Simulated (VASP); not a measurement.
Input of a VASP 6.6.1 run:

The input INCAR:

```
SYSTEM = MgO
PREC     = Accurate       ! precision mode
ENCUT    = 520            ! plane-wave cutoff, eV
EDIFF    = 1E-6           ! SCF threshold, eV
ISMEAR   = 0              ! smearing method
SIGMA    = 0.01           ! smearing width, eV
LREAL    = .FALSE.        ! projectors in reciprocal space
LASPH    = .TRUE.         ! aspherical terms in the spheres
NELM     = 80             ! most SCF steps
ALGO     = Normal         ! electronic algorithm
ISIF     = 2              ! what is computed and relaxed
LWAVE    = .FALSE.        ! write WAVECAR
LCHARG   = .FALSE.        ! write CHGCAR
GGA      = PE             ! functional
NBANDS   = 11             ! bands
```

KPOINTS

```
Automatic mesh
0
G
  6 6 6
  0 0 0
```

File POSCAR:

```
MgO
1.0
    0.0000000000      2.0180807188      2.0180807188
    2.0180807188      0.0000000000      2.0180807188
    2.0180807188      2.0180807188      0.0000000000
Mg O
1 1
Direct
    0.0000000000      0.0000000000      0.0000000000
    0.5000000000      0.5000000000      0.5000000000
```

Potentials or basis: VASP PAW PBE potentials, release 64 (Mg, O).

The run is started by

```sh
$ cat potpaw_PBE.64/Mg/POTCAR potpaw_PBE.64/O/POTCAR > POTCAR
$ mpirun -np 1 vasp_std > vasp.out
```

(1) Predict the band gap on the k mesh.

(2) Predict the pressure.

Results:

(1) 6.08 eV, direct.

(2) 31.9 GPa.

Caveat: the k points lie up to 0.45 Å⁻¹ apart; the cell differs from its parent crystal (strain -4.0%).
